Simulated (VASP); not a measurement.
Wanted: the native input for a VASP 6.6.1 run.

```yaml
Task: single point
Functional: PBE
Potentials_or_basis: VASP PAW PBE potentials, release 64 (Zn, O)
Cutoff: 520 eV
k_mesh: 14 × 14 × 14
Occupations: fermi-dirac, width 0.08 eV
Spin: no spin polarisation
Dipole_correction: no
Further_INCAR_settings: ALGO = Normal; EDIFF = 1e-06; NBANDS = 16
```

The structure of ZnO (CsCl type) lies in POSCAR:

```
ZnO
1.0
    2.6882860177      0.0000000000      0.0000000000
    0.0000000000      2.6882860177      0.0000000000
    0.0000000000      0.0000000000      2.6882860177
Zn O
1 1
Direct
    0.0000000000      0.0000000000      0.0000000000
    0.5000000000      0.5000000000      0.5000000000
```

The input as run:

INCAR

```
SYSTEM = ZnO
PREC     = Accurate       ! precision mode
ENCUT    = 520            ! plane-wave cutoff, eV
EDIFF    = 1E-6           ! SCF threshold, eV
ISMEAR   = -1             ! smearing method
SIGMA    = 0.08           ! smearing width, eV
LREAL    = .False.        ! projectors in reciprocal space
LASPH    = .True.         ! aspherical terms in the spheres
NELM     = 80             ! most SCF steps
ALGO     = Normal         ! electronic algorithm
ISIF     = 2              ! what is computed and relaxed
LWAVE    = .False.        ! write WAVECAR
LCHARG   = .False.        ! write CHGCAR
GGA      = PE             ! functional
NBANDS   = 16             ! bands
```

KPOINTS

```
Automatic mesh
0
Gamma
  14 14 14
  0 0 0
```

Potentials or basis: VASP PAW PBE potentials, release 64 (Zn, O).

Command:

```console
$ cat potpaw_PBE.64/Zn/POTCAR potpaw_PBE.64/O/POTCAR > POTCAR
$ mpirun -np 1 vasp_std > vasp.out
```

Results of the run:

The pressure is 0.7 GPa and the band gap on the k mesh is zero (bands 9 and 10 overlap by 0.85 eV).

It took 22 s on 1 thread of Intel(R) Xeon(R) Platinum 8488C (Sapphire Rapids), on a shared host, peak memory 0.15 GiB.
